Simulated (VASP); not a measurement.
Wanted: the native input for a VASP 6.6.1 run.

- Task: single point
- Functional: PBEsol
- Potentials or basis: VASP PAW PBE potentials, release 64 (Sr_sv)
- Cutoff: 520 eV
- k mesh: 6 × 6 × 6
- Occupations: gaussian, width 0.1 eV
- Spin: no spin polarisation
- Dipole correction: no
- Further INCAR settings: ALGO = Normal; EDIFF = 1e-06; NBANDS = 11

The structure of Sr lies in POSCAR:

```
Sr
1.0
   -2.5560805480      2.5560805480      2.5560805480
    2.5560805480     -2.5560805480      2.5560805480
    2.5560805480      2.5560805480     -2.5560805480
Sr
1
Direct
    0.0000000000      0.0000000000      0.0000000000
```

One way to write it, as run:

INCAR

```
SYSTEM = Sr
ALGO     = Normal         ! electronic algorithm
EDIFF    = 1E-6           ! SCF threshold, eV
ENCUT    = 520            ! plane-wave cutoff, eV
GGA      = PS             ! functional
ISIF     = 2              ! what is computed and relaxed
ISMEAR   = 0              ! smearing method
LASPH    = .True.         ! aspherical terms in the spheres
LCHARG   = .False.        ! write CHGCAR
LREAL    = .False.        ! projectors in reciprocal space
LWAVE    = .False.        ! write WAVECAR
NBANDS   = 11             ! bands
NELM     = 100            ! most SCF steps
PREC     = Accurate       ! precision mode
SIGMA    = 0.1            ! smearing width, eV
```

KPOINTS

```
k-points
0
Gamma
  6 6 6
  0 0 0
```

Potentials or basis: VASP PAW PBE potentials, release 64 (Sr_sv).

Run with:

```sh
$ cat potpaw_PBE.64/Sr_sv/POTCAR > POTCAR
$ mpirun -np 1 vasp_std > vasp.out
```

It gave:

| Item | Value |
| --- | --- |
| Pressure | -2.0 GPa |
| Band gap on the k mesh | zero (band 5 reaches 1.05 eV, above the bottom of band 6 at 0.92 eV) |

Caveat: the PAW data sets were made with another functional, which shifts forces and pressure a little.

It took 6.5 s on 1 thread of Intel(R) Xeon(R) 6975P-C (Granite Rapids), with other jobs on the host, peak memory 0.19 GiB.
